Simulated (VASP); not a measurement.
Runs of VASP 6.6.1 on CsBr. The structure is that of space group Pm-3m (No. 221), or close to it. The cells are those of the table. 

| task | cell | gap on the mesh (eV) | pressure (GPa) |
| --- | --- | --- | --- |
| single point | a = 3.920 Å, 2 atoms | (a) | 7.2 |
| single point | a = 4.106 Å, 2 atoms | (b) | 2.1 |
| relaxation of cell and atoms | relaxed to 1 GPa from a = 4.240 Å, 2 atoms | 4.63 | 1.0 |
| relaxation of cell and atoms | relaxed to 4 GPa from a = 4.240 Å, 2 atoms | 4.40 | 4.0 |
| single point | a = 3.756 Å, 2 atoms | 3.63 | 15.4 |

Alike in all rows: level PBEsol; potentials or basis VASP PAW PBE potentials, release 64 (Cs_sv, Br); no spin polarisation; k mesh 6 × 6 × 6; cutoff (eV) 500; smearing gaussian 0.01 eV.

**Question.** Estimate the missing entries.

**Answer.** (a) 4.16; (b) 4.56.

Caveats: the PAW data sets were made with another functional, which shifts forces and pressure a little; spin-orbit coupling is left out, which moves the levels of the heavy elements; the cell is relaxed towards a set pressure, so the enthalpy falls and the energy may rise (some runs).

A k mesh can miss the band edges, and the runs leave out spin-orbit coupling on Br, Cs.
